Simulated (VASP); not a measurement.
Input of a VASP 6.6.1 run:

File INCAR:

```
SYSTEM = Os
PREC = Accurate
ENCUT = 520
EDIFF = 1E-6
ISMEAR = 0
SIGMA = 0.05
LREAL = .False.
LASPH = .True.
NELM = 60
ALGO = Normal
ISIF = 2
LWAVE = .False.
LCHARG = .True.
GGA = PS
LELF = .True.
LVHAR = .True.
NBANDS = 10
```

KPOINTS

```
regular mesh
0
Gamma
  10 10 10
  0 0 0
```

POSCAR

```
Os
1.0
    2.5387450960      0.0000000000      0.0000000000
    0.0000000000      2.5387450960      0.0000000000
    0.0000000000      0.0000000000      2.5387450960
Os
1
Direct
    0.0000000000      0.0000000000      0.0000000000
```

Potentials or basis: VASP PAW PBE potentials, release 64 (Os).

Command:

```bash
$ cat potpaw_PBE.64/Os/POTCAR > POTCAR
$ mpirun -np 1 vasp_std > vasp.out
```

Question: Predict the band gap on the k mesh.

Answer: Zero (bands 4 and 5 overlap by 6.07 eV).

Question: Estimate the pressure.

Answer: -2.9 GPa.

Caveat: the PAW data sets were made with another functional, which shifts forces and pressure a little; spin-orbit coupling is left out, which moves the levels of the heavy elements.
